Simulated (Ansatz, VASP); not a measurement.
Given: the input of a run of Ansatz 0.2.0 on WS.

Contents of input.yaml:

```yaml
crystal:
  lattice:
    - [3.00789, 0.0, 0.0]
    - [0.0, 3.00789, 0.0]
    - [0.0, 0.0, 3.00789]
  atoms:
    - { symbol: W, position: [0.5, 0.5, 0.5] }
    - { symbol: S, position: [0.0, 0.0, 0.0] }
hamiltonian:
  xc: pbesol
  pseudopotentials: { kind: paw }
kpoints:
  mp_grid: { grid: [9, 9, 9] }
scf:
  occupations: { method: fermi_dirac, width: 0.05 }
output:
  forces: true
  stress: true
  eigenvalues: true
relax:
  f_tol: 0.01
  max_steps: 40
  cell: { stress_tol: 0.05 }
```

Potentials or basis: Ansatz PAW.

Command:

```console
$ ansatz run input.yaml --threads 2 --pin off --max-ram 5632MiB --backend cpu --events-out ev --progress --plain --runs-dir out
```

Set up the same calculation for VASP 6.6.1. Potentials there: VASP PAW PBE potentials, release 64 (W_sv, S).

As run (the cutoff follows the program's own potentials):

The input INCAR:

```
SYSTEM = WS
PREC = Accurate
ENCUT = 600
EDIFF = 1E-6
ISMEAR = -1
SIGMA = 0.05
LREAL = .FALSE.
LASPH = .TRUE.
NELM = 100
ALGO = Normal
ISIF = 3
LWAVE = .FALSE.
LCHARG = .FALSE.
GGA = PS
IBRION = 2
NSW = 60
EDIFFG = -0.01
```

The input KPOINTS:

```
Automatic mesh
0
G
  9 9 9
  0 0 0
```

File POSCAR:

```
WS
1.0
    3.0078900000      0.0000000000      0.0000000000
    0.0000000000      3.0078900000      0.0000000000
    0.0000000000      0.0000000000      3.0078900000
W S
1 1
Direct
    0.5000000000      0.5000000000      0.5000000000
    0.0000000000      0.0000000000      0.0000000000
```

Potentials or basis: VASP PAW PBE potentials, release 64 (W_sv, S).

Launch:

```sh
$ cat potpaw_PBE.64/W_sv/POTCAR potpaw_PBE.64/S/POTCAR > POTCAR
$ mpirun -np 1 vasp_std > vasp.out
```

Both were run:

|  | VASP | Ansatz | Ansatz less VASP |
| --- | --- | --- | --- |
| gap on the k mesh at the Fermi level, each at its own relaxed structure (eV) | none | none | - |
| relaxed volume (Å³/atom) | 13.24 | 13.20 | -0.042 |
| relaxed cell length with the largest relative difference (Å) | 2.981 | 2.977 | -0.0032 |

VASP's potentials were made for PBE, not for PBEsol. A gap of «none» marks a metal or a gap that the smearing closes.

Neither program's run includes spin-orbit coupling. Noted on Ansatz's run: the plane-wave basis is chosen anew once the cell has moved, so the energies of steps on either side of that aren't comparable.
